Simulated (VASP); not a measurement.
# CuAu (R-3m) in VASP: a series of runs

The runs below take CuAu through single point, with r2SCAN.

Program: VASP 6.6.1. These are calculated values, not measurements. Logs are shortened: lines on timing, memory, paths and dates and some standing lists are left out, and cuts for length are marked.

## (1) The cell of the first run

It takes space group R-3m (No. 166, trigonal). The conventional cell has a = 2.847 Å, b = 2.847 Å, c = 12.596 Å, α = 90.00°, β = 90.00°, γ = 120.00°. Au (site symmetry -3m) has 6 Cu at 2.67 Å and 6 Au at 2.85 Å within 3.5 Å. Within 3.5 Å of Cu (site symmetry -3m) lie 6 Au at 2.67 Å and 6 Cu at 2.85 Å.

## (2) Single point, r2SCAN

File POSCAR:

```
CuAu
1.0
    1.4235536889      0.8218891055      4.1986478884
   -1.4235536889      0.8218891055      4.1986478884
    0.0000000000     -1.6437782110      4.1986478884
Au Cu
1 1
Direct
    0.0000000000      0.0000000000      0.0000000000
    0.5000000000      0.5000000000      0.5000000000
```

File INCAR.step1:

```
SYSTEM = CuAu
PREC = Accurate
ENCUT = 520
ISMEAR = -1
SIGMA = 0.05
LREAL = .FALSE.
LASPH = .TRUE.
NELM = 100
NBANDS = 18
GGA = PE
ALGO = Normal
EDIFF = 1E-4
LWAVE = .TRUE.
LCHARG = .FALSE.
```

File INCAR.step2:

```
SYSTEM = CuAu
PREC = Accurate
ENCUT = 520
EDIFF = 1E-6
ISMEAR = -1
SIGMA = 0.05
LREAL = .FALSE.
LASPH = .TRUE.
NELM = 100
ALGO = Normal
ISIF = 2
LWAVE = .FALSE.
LCHARG = .FALSE.
METAGGA = R2SCAN
LMIXTAU = .TRUE.
NBANDS = 18
ISTART = 1
```

File KPOINTS:

```
Automatic mesh
0
G
  11 11 11
  0 0 0
```

Potentials or basis: VASP PAW PBE potentials, release 64 (Au, Cu).

Launch:

```bash
$ cat potpaw_PBE.64/Au/POTCAR potpaw_PBE.64/Cu/POTCAR > POTCAR
$ cp INCAR.step1 INCAR
$ mpirun -np 1 vasp_std > vasp.out
$ cp INCAR.step2 INCAR
$ mpirun -np 1 vasp_std > vasp.out
```

OUTCAR:

```text
SYSTEM = CuAu
   PREC = Accurate
   ENCUT = 520
   EDIFF = 1E-6
   ISMEAR = -1
   LREAL = .FALSE.
   LASPH = .TRUE.
   NELM = 100
   ISIF = 2
   METAGGA = R2SCAN
   ISTART = 1

 ion  position               nearest neighbor table
   1  0.000  0.000  0.000-   2 2.67   2 2.67   2 2.67   2 2.67   2 2.67   2 2.67
   2  0.500  0.500  0.500-   1 2.67   1 2.67   1 2.67   1 2.67   1 2.67   1 2.67

  LATTYP: Found a trigonal (rhomboedric) cell.
 ALAT       =     4.5089523060
 COS(alpha) =     0.8006453295

  Lattice vectors:

 A1 = (   1.4235536889,   0.8218891055,   4.1986478884)
 A2 = (  -1.4235536889,   0.8218891055,   4.1986478884)
 A3 = (   0.0000000000,  -1.6437782110,   4.1986478884)

Analysis of symmetry for initial positions (statically):
=====================================================================
 Subroutine PRICEL returns:
 Original cell was already a primitive cell.

 Routine SETGRP: Setting up the symmetry group for a
 trigonal (rhombohedral) supercell.

 Subroutine GETGRP returns: Found 12 space group operations
 (whereof 12 operations were pure point group operations)
 out of a pool of 12 trial point group operations.

The static configuration has the point symmetry D_3d.

Analysis of symmetry for dynamics (positions and initial velocities):
=====================================================================
 Subroutine PRICEL returns:
 Original cell was already a primitive cell.

 Routine SETGRP: Setting up the symmetry group for a
 trigonal (rhombohedral) supercell.

 Subroutine GETGRP returns: Found 12 space group operations
 (whereof 12 operations were pure point group operations)
 out of a pool of 12 trial point group operations.

The dynamic configuration has the point symmetry D_3d.

 Subroutine INISYM returns: Found 12 space group operations
 (whereof 12 operations are pure point group operations),
 and found     1 'primitive' translations

----------------------------------------------------------------------------------------

                                     Primitive cell

  volume of cell :      29.4746

  direct lattice vectors                    reciprocal lattice vectors
     1.423553689  0.821889106  4.198647888     0.351233679  0.202784859  0.079390638
    -1.423553689  0.821889106  4.198647888    -0.351233679  0.202784859  0.079390638
     0.000000000 -1.643778211  4.198647888     0.000000000 -0.405569719  0.079390638

  length of vectors
     4.508952306  4.508952306  4.508952306     0.413267069  0.413267069  0.413267069

  position of ions in fractional coordinates (direct lattice)
     0.000000000  0.000000000  0.000000000
     0.500000000  0.500000000  0.500000000

  ion indices of the primitive-cell ions
   primitive index   ion index
                 1           1
                 2           2

----------------------------------------------------------------------------------------

 KPOINTS: Automatic mesh

Automatic generation of k-mesh.
 Grid dimensions read from file:
 generate k-points for:   11   11   11

 Generating k-lattice:

  Cartesian coordinates                     Fractional coordinates (reciprocal lattice)
     0.031930334  0.018434987  0.007217331     0.090909091  0.000000000 -0.000000000
    -0.031930334  0.018434987  0.007217331     0.000000000  0.090909091 -0.000000000
     0.000000000 -0.036869974  0.007217331    -0.000000000 -0.000000000  0.090909091

  Length of vectors
     0.037569734  0.037569734  0.037569734

  Shift w.r.t. Gamma in fractional coordinates (k-lattice)
     0.000000000  0.000000000  0.000000000

 Subroutine IBZKPT returns following result:
 ===========================================

 Found    146 irreducible k-points:

 Following reciprocal coordinates:
            Coordinates               Weight
  0.000000  0.000000  0.000000      1.000000
  0.090909 -0.000000  0.000000      6.000000
  0.181818 -0.000000  0.000000      6.000000
  0.272727 -0.000000  0.000000      6.000000
  0.363636 -0.000000  0.000000      6.000000
  0.454545 -0.000000  0.000000      6.000000
[... 16 lines left out ...]
 -0.272727  0.181818 -0.000000     12.000000
 -0.181818  0.181818  0.000000      6.000000
 [... further k-points ...]
   k-points           NKPTS =    146   k-points in BZ     NKDIM =    146   number of bands    NBANDS=     18
   number of dos      NEDOS =    301   number of ions     NIONS =      2
   total plane-waves  NPLWV =  46656
   dimension x,y,z NGX =    36 NGY =   36 NGZ =   36
   dimension x,y,z NGXF=    72 NGYF=   72 NGZF=   72
   ions per type =               1   1
   NGX,Y,Z   is equivalent  to a cutoff of  13.27, 13.27, 13.27 a.u.
   NGXF,Y,Z  is equivalent  to a cutoff of  26.55, 26.55, 26.55 a.u.
 SYSTEM =  CuAu
   PREC   = accura    normal or accurate (medium, high low for compatibility)
   ISTART =      1    job   : 0-new  1-cont  2-samecut
   ICHARG =      0    charge: 1-file 2-atom 10-const
   ISPIN  =      1    spin polarized calculation?
   LNONCOLLINEAR =      F non collinear calculations
   LSORBIT =      F    spin-orbit coupling
   LASPH  =      T    aspherical Exc in radial PAW
   ENCUT  =  520.0 eV  38.22 Ry    6.18 a.u.   8.38  8.38  8.38*2*pi/ulx,y,z
   NELM   =    100;   NELMIN=  2; NELMDL=  0     # of ELM steps
   EDIFF  = 0.1E-05   stopping-criterion for ELM
   LREAL  =      F    real-space projection
   EDIFFG = 0.1E-04   stopping-criterion for IOM
   NSW    =      0    number of steps for IOM
   IBRION =     -1    ionic relax: 0-MD 1-quasi-New 2-CG
   NFREE  =      0    steps in history (QN), initial steepest desc. (CG)
   ISIF   =      2    stress and relaxation
   ISYM   =      2    0-nonsym 1-usesym 2-fastsym
   POTIM  = 0.5000    time-step for ionic-motion
   TEBEG  =    0.0;   TEEND  =   0.0 temperature during run
   PSTRESS=    0.0 pullay stress
   NELECT =      22.0000    total number of electrons
   NUPDOWN=      -1.0000    fix difference up-down
   EMIN   =  10.00;   EMAX   =-10.00  energy-range for DOS
   EFERMI =   0.00;   METHOD = LEGACY
   ISMEAR =    -1;   SIGMA  =   0.05  broadening in eV -4-tet -1-fermi 0-gaus
   EFERMI_NEDOS =   21; number of points for ismear=-14 and -15
   IALGO  =     38    algorithm
   IMIX   =      4    mixing-type and parameters
     AMIX     =   0.40;   BMIX     =  1.00
     AMIX_MAG =   1.60;   BMIX_MAG =  1.00
  volume/ion in A,a.u.               =      14.74        99.45
  Fermi-wavevector in a.u.,A,eV,Ry     =   1.485023  2.806286 30.004830  2.205293
  Thomas-Fermi vector in A             =   2.598486
   LORBIT       =      0    0 simple, 1 ext, 2 COOP (PROOUT), +10 PAW based schemes
   METAGGA = R2SCAN    functional components
   LHFCALC =     F    Hartree Fock is set to
   AEXX    =    0.0000 exact exchange contribution
   IVDW    =     0    specifies the selected vdW correction
   LEPSILON=     F    determine dielectric tensor
   LRPA    =     F    only Hartree local field effects (RPA)
 non-spin polarized calculation
  energy-cutoff  :      520.00
  volume of cell :       29.47
 maximum number of plane-waves:       807
 NGX is ok and might be reduce to    36
   NGX = 17   NGY = 17   NGZ = 17

 number of electron      22.0000004 magnetization

 Free energy of the ion-electron system (eV)
  ---------------------------------------------------
  ext. energy  EPLUGINS =         0.00000000
  ---------------------------------------------------
  free energy    TOTEN  =       -61.37651669 eV

  energy without entropy =      -61.36882460  energy(sigma->0) =      -61.37267064

 E-fermi :   8.5300     XC(G=0): -13.5016

 val. band max:        8.5116042652   @ k =  -0.3636   0.3636   0.2727
 cond. band min:       8.5349759109   @ k =  -0.2727   0.2727   0.0909
 fundamental gap:      0.0233716456
 Fermi energy:         8.5299868982

 k-point     1 :       0.0000    0.0000    0.0000
  band No.  band energies     occupation
      1      -1.5946      2.00000
      2       1.4779      2.00000
      3       3.2707      2.00000
      4       3.2707      2.00000
      5       4.3602      2.00000
      6       4.3602      2.00000
[... 10 lines left out ...]
     17      26.7742      0.00000
     18      29.7806      0.00000

 k-point     2 :       0.0909   -0.0000    0.0000
  band No.  band energies     occupation
      1      -1.3206      2.00000
      2       1.6334      2.00000
      3       3.1644      2.00000
      4       3.4427      2.00000
      5       4.1415      2.00000
      6       4.3675      2.00000
[... 10 lines left out ...]
     17      26.3468      0.00000
     18      28.2115      0.00000

 k-point     3 :       0.1818   -0.0000    0.0000
  band No.  band energies     occupation
      1      -0.5479      2.00000
      2       2.0121      2.00000
      3       2.9821      2.00000
      4       3.5944      2.00000
      5       3.9149      2.00000
      6       4.3977      2.00000
[... 10 lines left out ...]
     17      25.3459      0.00000
     18      26.5863      0.00000

 k-point     4 :       0.2727   -0.0000    0.0000
  band No.  band energies     occupation
      1       0.5035      2.00000
      2       2.1817      2.00000
      3       3.0216      2.00000
      4       3.2950      2.00000
      5       4.3061      2.00000
      6       4.7235      2.00000
[... 375 lines left out ...]
      4       3.4555      2.00000
      5       3.9637      2.00000
      6       5.1816      2.00000
[... 10 lines left out ...]
     17      19.5233      0.00000
     18      25.4184      0.00000

 k-point    23 :      -0.2727    0.1818   -0.0000
  band No.  band energies     occupation
      1       1.8995      2.00000
      2       2.4936      2.00000
      3       2.5999      2.00000
      4       3.3558      2.00000
      5       3.7147      2.00000
      6       5.2563      2.00000
[... 10 lines left out ...]
     17      20.1510      0.00000
     18      27.9419      0.00000

 k-point    24 :      -0.1818    0.1818    0.0000
  band No.  band energies     occupation
      1       1.0892      2.00000
      2       2.5234      2.00000
      3       2.8082      2.00000
      4       2.8200      2.00000
      5       3.9399      2.00000
      6       5.3075      2.00000
[... 10 lines left out ...]
     17      21.8005      0.00000
     18      29.0941      0.00000

 [... further k-points ...]

------------------------ aborting loop because EDIFF is reached ----------------------------------------

  FORCE on cell =-STRESS in cart. coord.  units (eV):
  Direction    XX          YY          ZZ          XY          YZ          ZX
  --------------------------------------------------------------------------------------
  -------------------------------------------------------------------------------------
  Total        0.1507867      0.1507867      0.4286728      0.0000000      0.0000000      0.0000000
  in kB        8.1964512      8.1964512     23.3017621      0.0000000      0.0000000      0.0000000
  external PRESSURE =      13.2315548 kB  Pullay stress =       0.0000000 kB

 VOLUME and BASIS-vectors are now :
 -----------------------------------------------------------------------------
  energy-cutoff  :      520.00
  volume of cell :       29.47
      direct lattice vectors                 reciprocal lattice vectors
     1.423553689  0.821889106  4.198647888     0.351233679  0.202784859  0.079390638
    -1.423553689  0.821889106  4.198647888    -0.351233679  0.202784859  0.079390638
     0.000000000 -1.643778211  4.198647888     0.000000000 -0.405569719  0.079390638

 POSITION                                       TOTAL-FORCE (eV/Angst)
 -----------------------------------------------------------------------------------
      0.00000      0.00000      0.00000         0.000000      0.000000     -0.000000
      0.00000      0.00000      6.29797        -0.000000     -0.000000      0.000000
 -----------------------------------------------------------------------------------
    total drift:                                0.000000     -0.000000      0.000000

  FREE ENERGIE OF THE ION-ELECTRON SYSTEM (eV)
  ---------------------------------------------------
  free  energy   TOTEN  =       -61.3765166851 eV

  energy  without entropy=      -61.3688246045  energy(sigma->0) =      -61.37267064
```

Run time: 8.5 min. Hardware: 1 thread of Intel Xeon Platinum 8488C (Sapphire Rapids), shared host; peak memory 0.27 GiB.

What came out:

```
Free energy            : -61.3765 eV
Pressure               : 1.3 GPa
Band gap on the k mesh : zero (band 11 reaches 10.68 eV, above the bottom of band 12 at 6.15 eV)
```

Stress tensor (GPa, compression positive):
```
0.82 0.00 0.00
0.00 0.82 0.00
0.00 0.00 2.33
```

Caveat: the PAW data sets were made with another functional, which shifts forces and pressure a little; spin-orbit coupling is left out, which moves the levels of the heavy elements.

## (3) Single point, r2SCAN

This run uses another cell than the first one, of 15.04 Å³/atom, 1.021 times its volume.

File POSCAR:

```
CuAu
1.0
    1.4333716108      0.8275574853      4.2276049958
   -1.4333716108      0.8275574853      4.2276049958
    0.0000000000     -1.6551149707      4.2276049958
Au Cu
1 1
Direct
    0.0000000000      0.0000000000      0.0000000000
    0.5000000000      0.5000000000      0.5000000000
```

INCAR.step1: that of step 2 with these lines changed.

```diff
@@ -7,3 +7,3 @@
 LASPH = .TRUE.
-NELM = 100
+NELM = 60
 NBANDS = 18
```

File INCAR.step2:

```
SYSTEM = CuAu
PREC = Accurate
ENCUT = 520
EDIFF = 1E-6
ISMEAR = -1
SIGMA = 0.05
LREAL = .FALSE.
LASPH = .TRUE.
NELM = 60
ALGO = Normal
ISIF = 2
LWAVE = .FALSE.
LCHARG = .TRUE.
METAGGA = R2SCAN
LMIXTAU = .TRUE.
LELF = .TRUE.
LVHAR = .TRUE.
NBANDS = 18
ISTART = 1
```

File KPOINTS:

```
regular mesh
0
G
  11 11 11
  0 0 0
```

Potentials or basis: VASP PAW PBE potentials, release 64 (Au, Cu).

Launch:

```bash
$ cat potpaw_PBE.64/Au/POTCAR potpaw_PBE.64/Cu/POTCAR > POTCAR
$ cp INCAR.step1 INCAR
$ mpirun -np 1 vasp_std > vasp.out
$ cp INCAR.step2 INCAR
$ mpirun -np 1 vasp_std > vasp.out
```

Wall time 7.8 min (1 thread of Intel Xeon Platinum 8488C (Sapphire Rapids), shared host); peak memory 0.27 GiB.

It converged, with:

```
Free energy            : -61.3765 eV
Pressure               : -1.8 GPa
Band gap on the k mesh : zero (band 11 reaches 10.38 eV, above the bottom of band 12 at 5.90 eV)
```

Stress tensor (GPa, compression positive):
```
-2.15  0.00  0.00
 0.00 -2.15  0.00
 0.00  0.00 -1.13
```

Levels at points of the mesh, in eV from the Fermi level:
```csv
k point,band 8,band 9,band 10,band 11,band 12,band 13,band 14,band 15
"(0.00, 0.00, 0.00)",-2.41,-2.41,-1.73,-1.73,-0.07,4.92,15.34,16.91
```

Caveat: the PAW data sets were made with another functional, which shifts forces and pressure a little; spin-orbit coupling is left out, which moves the levels of the heavy elements.
